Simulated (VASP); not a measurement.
Input of a VASP 6.6.1 run:

File INCAR:

```
SYSTEM = SnO2
PREC     = Accurate       ! precision mode
ENCUT    = 600            ! plane-wave cutoff, eV
EDIFF    = 1E-7           ! SCF threshold, eV
ISMEAR   = 0              ! smearing method
SIGMA    = 0.02           ! smearing width, eV
LREAL    = .False.        ! projectors in reciprocal space
LASPH    = .True.         ! aspherical terms in the spheres
NELM     = 60             ! most SCF steps
ALGO     = Normal         ! electronic algorithm
ISIF     = 4              ! what is computed and relaxed
LWAVE    = .False.        ! write WAVECAR
LCHARG   = .False.        ! write CHGCAR
GGA      = PE             ! functional
IBRION   = 2              ! ionic algorithm
NSW      = 50             ! ionic steps
EDIFFG   = -0.01          ! ionic threshold
```

The input KPOINTS:

```
regular mesh
0
Gamma
  6 6 8
  0 0 0
```

The input POSCAR:

```
SnO2
1.0
    4.5927770526      0.0000000000      0.0000000000
    0.0000000000      4.5938380584      0.0000000000
    0.0000000000      0.0000000000      3.1474950051
Sn O
2 4
Direct
    0.5000000000      0.5000000000      0.5000000000
    0.0000000000      0.0000000000      0.0000000000
    0.3051470460      0.3055628753      0.0000000000
    0.8051470460      0.1944371247      0.5000000000
    0.1948529540      0.8055628753      0.5000000000
    0.6948529540      0.6944371247      0.0000000000
```

Potentials or basis: VASP PAW PBE potentials, release 64 (Sn_d, O).

The run is started by

```console
$ cat potpaw_PBE.64/Sn_d/POTCAR potpaw_PBE.64/O/POTCAR > POTCAR
$ mpirun -np 1 vasp_std > vasp.out
```

Problem. What does it give for the band gap on the k mesh?

Solution. 2.07 eV, direct.

The path:
```
step  energy change (eV)  largest force (eV/Å)  pressure (GPa)  volume (Å³)
   1              0.0000                0.1032           30.91        66.41
   2             -0.0019                0.1343           30.46        66.41
   3             -0.0026                0.0535           30.59        66.41
   4             -0.0030                0.0131           30.55        66.41
   5             -0.0030                0.0019           30.53        66.41
```

Caveat: the cell differs from its parent crystal (volume scaled by 0.88); spin-orbit coupling is left out, which moves the levels of the heavy elements.
